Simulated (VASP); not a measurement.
Input of a VASP 6.6.1 run:

File INCAR:

```
SYSTEM = TiIn2Te3
PREC = Accurate
ENCUT = 520
EDIFF = 1E-7
ISMEAR = 0
SIGMA = 0.1
LREAL = .False.
LASPH = .True.
NELM = 150
ALGO = Normal
ISIF = 2
LWAVE = .False.
LCHARG = .False.
ISPIN = 2
MAGMOM = 1 0 0 0 0 0
LORBIT = 11
LMAXMIX = 4
GGA = PE
NBANDS = 41
```

The input KPOINTS:

```
Automatic mesh
0
Gamma
  3 3 4
  0 0 0
```

Contents of POSCAR:

```
TiIn2Te3
1.0
    7.8222322241      0.0000000000      0.0000000000
   -3.9111161121      6.7742518204      0.0000000000
    0.0000000000      0.0000000000      3.9487133835
Ti In Te
1 2 3
Direct
    0.0000000000      0.0000000000      0.5000000000
    0.6666666667      0.3333333333      0.5000000000
    0.3333333333      0.6666666667      0.5000000000
    0.0000000000      0.5000000000      0.0000000000
    0.5000000000      0.5000000000      0.0000000000
    0.5000000000      0.0000000000      0.0000000000
```

Potentials or basis: VASP PAW PBE potentials, release 64 (Ti_sv, In_d, Te).

The run is started by

```sh
$ cat potpaw_PBE.64/Ti_sv/POTCAR potpaw_PBE.64/In_d/POTCAR potpaw_PBE.64/Te/POTCAR > POTCAR
$ mpirun -np 1 vasp_std > vasp.out
```

(1) What does it give for the pressure?

(2) Estimate the net moment.

(3) Predict the site moments.

Results:

(1) 0.5 GPa.

(2) 0.56 μB per cell.

(3) Ti +0.10; In +0.02; Te +0.06 μB.

Caveat: the k points lie up to 0.40 Å⁻¹ apart.
